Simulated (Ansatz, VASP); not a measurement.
# InSb in VASP and in Ansatz

File INCAR:

```
SYSTEM = InSb
  ALGO = Normal
  EDIFF = 1E-6
  ENCUT = 520
  GGA = PS
  ISIF = 2
  ISMEAR = 0
  LASPH = .True.
  LCHARG = .False.
  LREAL = .False.
  LWAVE = .False.
  NBANDS = 16
  NELM = 80
  PREC = Accurate
  SIGMA = 0.15
```

File KPOINTS:

```
k-points
0
Gamma
  14 14 14
  0 0 0
```

POSCAR

```
InSb
1.0
    0.0000000000      2.9198373500      2.9198373500
    2.9198373500      0.0000000000      2.9198373500
    2.9198373500      2.9198373500      0.0000000000
In Sb
1 1
Direct
    0.0000000000      0.0000000000      0.0000000000
    0.5000000000      0.5000000000      0.5000000000
```

Input for Ansatz:

```yaml
crystal:
  lattice:
    - [0.0, 2.91983735, 2.91983735]
    - [2.91983735, 0.0, 2.91983735]
    - [2.91983735, 2.91983735, 0.0]
  atoms:
    - { symbol: In, position: [0.0, 0.0, 0.0] }
    - { symbol: Sb, position: [0.5, 0.5, 0.5] }
basis:
  ecutwfc: 420
kpoints:
  mp_grid: { grid: [14, 14, 14] }
hamiltonian:
  xc: pbesol
scf:
  occupations: { method: gaussian, width: 0.15 }
output:
  forces: true
  stress: true
  eigenvalues: true
```

Change from the starting cell: strain -0.050 along x and y, -0.050 along z, atoms carried along.

Alike in both runs: task single point; functional PBEsol; k mesh 14 × 14 × 14; occupations gaussian, width 0.15 eV; no spin polarisation.

```csv
,VASP,Ansatz
version,VASP 6.6.1,Ansatz 0.2.0
potentials or method,"VASP PAW PBE potentials, release 64 (In_d, Sb), cutoff 520 eV","scalar-relativistic, plane waves, PAW"
valence electrons in the cell,18,28
```

```tsv
	VASP	Ansatz	Ansatz less VASP
gap on the k mesh at the Fermi level (eV)	none	none	-
pressure (GPa)	7.2	7.1	-0.13
```

VASP's potentials were made for PBE, not for PBEsol. A gap of «none» marks a metal or a gap that the smearing closes. VASP's potentials hold 18 valence electrons a cell and Ansatz's 28, so a difference there can come from the potentials and not from the codes.

Spin-orbit coupling is off throughout.
